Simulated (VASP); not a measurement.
Set up this calculation in VASP 6.6.1, as the native input.

```
Task                   : single point
Functional             : PBE
Potentials or basis    : VASP PAW PBE potentials, release 64 (Pb_d, S)
Cutoff                 : 520 eV
k mesh                 : 8 × 8 × 6
Occupations            : gaussian, width 0.02 eV
Spin                   : no spin polarisation
Dipole correction      : no
Further INCAR settings : ALGO = Normal; EDIFF = 1e-07; NBANDS = 28
```

The structure of PbS lies in POSCAR:

```
PbS
1.0
    4.2480534138      0.0000000000      0.0000000000
    0.0000000000      4.2480534138      0.0000000000
    0.0000000000      0.0000000000      6.0090997648
Pb S
2 2
Direct
    0.5000000000      0.0000000000      0.7488913845
    0.0000000000      0.5000000000      0.2511086155
    0.5000000000      0.0000000000      0.2514106328
    0.0000000000      0.5000000000      0.7485893672
```

These files were run (other wordings do the same):

INCAR

```
PREC = Accurate ; ENCUT = 520
EDIFF = 1E-7 ; ISMEAR = 0
SIGMA = 0.02 ; LREAL = False
LASPH = True ; NELM = 100
ALGO = Normal ; ISIF = 2
LWAVE = False ; LCHARG = True
GGA = PE ; LELF = True
LVHAR = True ; NBANDS = 28
```

KPOINTS

```
regular mesh
0
Gamma
  8 8 6
```

Potentials or basis: VASP PAW PBE potentials, release 64 (Pb_d, S).

Launch:

```bash
$ cat potpaw_PBE.64/Pb_d/POTCAR potpaw_PBE.64/S/POTCAR > POTCAR
$ mpirun -np 1 vasp_std > vasp.out
```

It gave:

```
Pressure               : 0.0 GPa
Largest force          : 0.008 eV/Å
Band gap on the k mesh : 0.50 eV
```

Caveat: spin-orbit coupling is left out, which moves the levels of the heavy elements.

It took 2.2 min on 1 thread of AMD EPYC 7R43 64-Core Processor (Zen 3), on a shared host, peak memory 0.26 GiB.
